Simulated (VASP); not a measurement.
# MnO in VASP: a series of runs, part 2 of 3

VASP 6.6.1. The steps go on from the part before.

### Step 4. Single point, PBE, collinear spin, ferromagnetic start (11.63 Å³/atom)

This run uses another cell than the first one, of 11.63 Å³/atom.

INCAR reads:

```
PREC = Accurate
ENCUT = 520
EDIFF = 1E-7
ISMEAR = -1
SIGMA = 0.05
LREAL = False
LASPH = True
NELM = 150
ALGO = Normal
ISIF = 2
LWAVE = False
LCHARG = False
ISPIN = 2
MAGMOM = 4 0
LORBIT = 11
LMAXMIX = 4
GGA = PE
NBANDS = 20
```

KPOINTS reads:

```
Automatic mesh
0
Gamma
  16 16 16
```

POSCAR reads:

```
MnO
1.0
    0.0000000000      2.2655796914      2.2655796914
    2.2655796914      0.0000000000      2.2655796914
    2.2655796914      2.2655796914      0.0000000000
Mn O
1 1
Direct
    0.0000000000      0.0000000000      0.0000000000
    0.5000000000      0.5000000000      0.5000000000
```

Launch:

```bash
> cat potpaw_PBE.64/Mn_pv/POTCAR potpaw_PBE.64/O/POTCAR > POTCAR
> mpirun -np 1 vasp_std > vasp.out
```

It took 3.9 min on 1 thread of AMD EPYC 7R43 (Zen 3), shared host; peak memory 0.18 GiB.

The run converged. Its results:

```
Free energy                                           : -16.3830 eV
Pressure                                              : -5.9 GPa
Net moment                                            : 4.89 μB per cell
Site moments                                          : Mn +4.42; O +0.21 μB
Valence electrons inside the program's atomic spheres : Mn 11.30; O 4.95
```

Levels at points of the mesh, in eV from the Fermi level:
Spin up:
| k point | band 9 | band 10 | band 11 | band 12 | band 13 | band 14 | band 15 | band 16 |
| --- | --- | --- | --- | --- | --- | --- | --- | --- |
| (0.00, 0.00, 0.00) | -3.13 | -3.13 | -2.64 | -2.64 | -0.69 | 13.86 | 15.93 | 15.93 |
| (0.50, 0.00, 0.00) | -2.33 | -1.90 | 0.10 | 0.10 | 3.42 | 7.32 | 11.55 | 11.55 |
| (0.50, 0.50, 0.00) | -2.26 | -2.09 | -2.09 | -2.00 | 4.68 | 7.58 | 10.16 | 13.11 |
Spin down:
```csv
k point,band 4,band 5,band 6,band 7,band 8,band 9,band 10,band 11
"(0.00, 0.00, 0.00)",-19.29,-3.03,-3.03,-3.03,0.66,0.94,0.94,0.94
"(0.50, 0.00, 0.00)",-18.45,-6.83,-4.40,-4.40,2.01,2.06,2.06,3.57
"(0.50, 0.50, 0.00)",-18.46,-5.94,-3.96,-3.96,-0.50,2.04,2.15,2.46
```

Caveat: the cell stands under tension; a cell with one magnetic atom can't hold antiferromagnetic order, which such compounds often take; semilocal functionals often make such compounds metallic where correlation or magnetic order opens a gap, which also shifts bond lengths. With open d or f shells a metallic result of PBE can be an artefact of self-interaction; +U or a hybrid may open a gap.

### Step 5. Single point, PBE, collinear spin, ferromagnetic start (equal xy, yz and zx shear strains of -2 %)

INCAR reads:

```
  PREC = Accurate
  ENCUT = 520
  EDIFF = 1E-6
  ISMEAR = -1
  SIGMA = 0.05
  LREAL = F
  LASPH = T
  NELM = 150
  ALGO = Normal
  ISIF = 2
  LWAVE = F
  LCHARG = F
  ISPIN = 2
  MAGMOM = 4 0
  LORBIT = 11
  LMAXMIX = 4
  GGA = PE
  NBANDS = 20
```

KPOINTS reads:

```
regular mesh
0
Gamma
  16 16 16
```

POSCAR reads:

```
MnO
1.0
   -0.0444400000      2.1997800000      2.1997800000
    2.1997800000     -0.0444400000      2.1997800000
    2.1997800000      2.1997800000     -0.0444400000
Mn O
1 1
Direct
    0.0000000000      0.0000000000      0.0000000000
    0.5000000000      0.5000000000      0.5000000000
```

Potentials or basis: VASP PAW PBE potentials, release 64 (Mn_pv, O).

Launch:

```bash
> cat potpaw_PBE.64/Mn_pv/POTCAR potpaw_PBE.64/O/POTCAR > POTCAR
> mpirun -np 1 vasp_std > vasp.out
```

OUTCAR:

```text
PREC = Accurate
   ENCUT = 520
   EDIFF = 1E-6
   ISMEAR = -1
   LREAL = F
   LASPH = T
   NELM = 150
   ISIF = 2
   ISPIN = 2
   LORBIT = 11
   GGA = PE

 ion  position               nearest neighbor table
   1  0.000  0.000  0.000-   2 2.22   2 2.22   2 2.22   2 2.22   2 2.22   2 2.22
   2  0.500  0.500  0.500-   1 2.22   1 2.22   1 2.22   1 2.22   1 2.22   1 2.22

  LATTYP: Found a trigonal (rhomboedric) cell.
 ALAT       =     3.1112761064
 COS(alpha) =     0.4797000918

  Lattice vectors:

 A1 = (  -0.0444400000,   2.1997800000,   2.1997800000)
 A2 = (   2.1997800000,  -0.0444400000,   2.1997800000)
 A3 = (   2.1997800000,   2.1997800000,  -0.0444400000)

Analysis of symmetry for initial positions (statically):
=====================================================================
 Subroutine PRICEL returns:
 Original cell was already a primitive cell.

 Routine SETGRP: Setting up the symmetry group for a
 trigonal (rhombohedral) supercell.

 Subroutine GETGRP returns: Found 12 space group operations
 (whereof 12 operations were pure point group operations)
 out of a pool of 12 trial point group operations.

The static configuration has the point symmetry D_3d.

Analysis of symmetry for dynamics (positions and initial velocities):
=====================================================================
 Subroutine PRICEL returns:
 Original cell was already a primitive cell.

 Routine SETGRP: Setting up the symmetry group for a
 trigonal (rhombohedral) supercell.

 Subroutine GETGRP returns: Found 12 space group operations
 (whereof 12 operations were pure point group operations)
 out of a pool of 12 trial point group operations.

The dynamic configuration has the point symmetry D_3d.

Analysis of structural, dynamic, and magnetic symmetry:
=====================================================================
 Subroutine PRICEL returns:
 Original cell was already a primitive cell.

 Routine SETGRP: Setting up the symmetry group for a
[... 147 lines left out ...]
  ext. energy  EPLUGINS =         0.00000000
  ---------------------------------------------------
  free energy    TOTEN  =       -16.40105954 eV

  energy without entropy =      -16.39322899  energy(sigma->0) =      -16.39714426

 E-fermi :   7.5605     XC(G=0): -11.8732

 val. band max:        7.5592984652   @ k =  -0.4375  -0.4375   0.1875
 cond. band min:       7.5624001524   @ k =  -0.2500   0.2500   0.0625
 fundamental gap:      0.0031016872
 Fermi energy:         7.5605258492

 spin component 1

 k-point     1 :       0.0000    0.0000    0.0000
  band No.  band energies     occupation
      1     -42.8242      1.00000
      2     -42.8165      1.00000
      3     -42.8165      1.00000
      4     -12.7239      1.00000
      5       3.7500      1.00000
      6       3.7500      1.00000
[... 541 lines left out ...]
     19      27.3544      0.00000
     20      28.5749      0.00000

 [... further k-points ...]

 spin component 2

 k-point     1 :       0.0000    0.0000    0.0000
  band No.  band energies     occupation
      1     -38.1726      1.00000
      2     -38.1580      1.00000
      3     -38.1580      1.00000
      4     -12.2847      1.00000
      5       4.1298      1.00000
      6       4.1298      1.00000
[... 541 lines left out ...]
     19      29.3063      0.00000
     20      30.7443      0.00000

 [... further k-points ...]

------------------------ aborting loop because EDIFF is reached ----------------------------------------

  FORCE on cell =-STRESS in cart. coord.  units (eV):
  Direction    XX          YY          ZZ          XY          YZ          ZX
  --------------------------------------------------------------------------------------
  -------------------------------------------------------------------------------------
  Total        0.0036481      0.0036481      0.0036481      0.1720588      0.1720588      0.1720588
  in kB        0.2664699      0.2664699      0.2664699     12.5677169     12.5677169     12.5677169
  external PRESSURE =       0.2664699 kB  Pullay stress =       0.0000000 kB

 VOLUME and BASIS-vectors are now :
 -----------------------------------------------------------------------------
  energy-cutoff  :      520.00
  volume of cell :       21.93
      direct lattice vectors                 reciprocal lattice vectors
    -0.044440000  2.199780000  2.199780000    -0.220521143  0.225067971  0.225067971
     2.199780000 -0.044440000  2.199780000     0.225067971 -0.220521143  0.225067971
     2.199780000  2.199780000 -0.044440000     0.225067971  0.225067971 -0.220521143

 POSITION                                       TOTAL-FORCE (eV/Angst)
 -----------------------------------------------------------------------------------
      0.00000      0.00000      0.00000        -0.000000     -0.000000      0.000000
      2.17756      2.17756      2.17756         0.000000      0.000000     -0.000000
 -----------------------------------------------------------------------------------
    total drift:                                0.000000     -0.000000     -0.000000

  FREE ENERGIE OF THE ION-ELECTRON SYSTEM (eV)
  ---------------------------------------------------
  free  energy   TOTEN  =       -16.4010595350 eV

  energy  without entropy=      -16.3932289904  energy(sigma->0) =      -16.39714426

 total charge

# of ion       s       p       d       tot
------------------------------------------
    1        0.203   6.176   4.976  11.355
    2        1.561   3.414   0.000   4.976
--------------------------------------------------
tot          1.765   9.591   4.976  16.331

 magnetization (x)

# of ion       s       p       d       tot
------------------------------------------
    1        0.034   0.026   4.264   4.324
    2        0.030   0.170   0.000   0.201
--------------------------------------------------
tot          0.065   0.196   4.264   4.524
```

OSZICAR:

```text
N       E                     dE             d eps       ncg     rms          rms(c)
DAV:   1     0.170258823150E+03    0.17026E+03   -0.10339E+04 33536   0.112E+03
DAV:   2    -0.102113452790E+02   -0.18047E+03   -0.16811E+03 34312   0.327E+02
DAV:   3    -0.186575388392E+02   -0.84462E+01   -0.83510E+01 37508   0.764E+01
DAV:   4    -0.187202909186E+02   -0.62752E-01   -0.62739E-01 38280   0.681E+00
DAV:   5    -0.187208430698E+02   -0.55215E-03   -0.55214E-03 37284   0.638E-01    0.138E+01
DAV:   6    -0.167211389907E+02    0.19997E+01   -0.98176E+00 46100   0.344E+01    0.133E+01
DAV:   7    -0.164130808897E+02    0.30806E+00   -0.12847E+00 37972   0.163E+01    0.785E+00
DAV:   8    -0.164123337531E+02    0.74714E-03   -0.11793E-01 37064   0.254E+00    0.470E+00
DAV:   9    -0.163983637615E+02    0.13970E-01   -0.38817E-02 35040   0.210E+00    0.118E+00
DAV:  10    -0.164006499166E+02   -0.22862E-02   -0.72101E-03 36404   0.986E-01    0.239E-01
DAV:  11    -0.164009813372E+02   -0.33142E-03   -0.11184E-03 38400   0.310E-01    0.109E-01
DAV:  12    -0.164010435855E+02   -0.62248E-04   -0.52661E-05 36808   0.912E-02    0.325E-02
DAV:  13    -0.164010517071E+02   -0.81216E-05   -0.95197E-06 38248   0.271E-02    0.319E-02
DAV:  14    -0.164010595829E+02   -0.78757E-05   -0.56320E-06 36844   0.193E-02    0.672E-03
DAV:  15    -0.164010595350E+02    0.47849E-07   -0.27929E-07 21484   0.494E-03
   1 F= -.16401060E+02 E0= -.16397144E+02  d E =-.783054E-02  mag=     4.7607
```

stdout:

```text
POSCAR found type information on POSCAR MnO
 POSCAR found :  2 types and       2 ions
 scaLAPACK will be used
 LDA part: xc-table for (Slater+PW92), standard interpolation
 POSCAR, INCAR and KPOINTS ok, starting setup
 FFT: planning ... GRIDC
 FFT: planning ... GRID_SOFT
 FFT: planning ... GRID
 WAVECAR not read
 entering main loop
```

Wall time 7.9 min (1 thread of AMD EPYC 7R13, shared host); peak memory 0.33 GiB.

What came out:

| Item | Value |
| --- | --- |
| Free energy | -16.4011 eV |
| Pressure | 0.0 GPa |
| Net moment | 4.76 μB per cell |
| Site moments | Mn +4.32; O +0.20 μB |
| Valence electrons inside the program's atomic spheres | Mn 11.36; O 4.98 |

Caveat: the cell differs from its parent crystal (equal xy, yz and zx shear strains of -2 %); a cell with one magnetic atom can't hold antiferromagnetic order, which such compounds often take; semilocal functionals often make such compounds metallic where correlation or magnetic order opens a gap, which also shifts bond lengths.

[end of part 2 of 3]
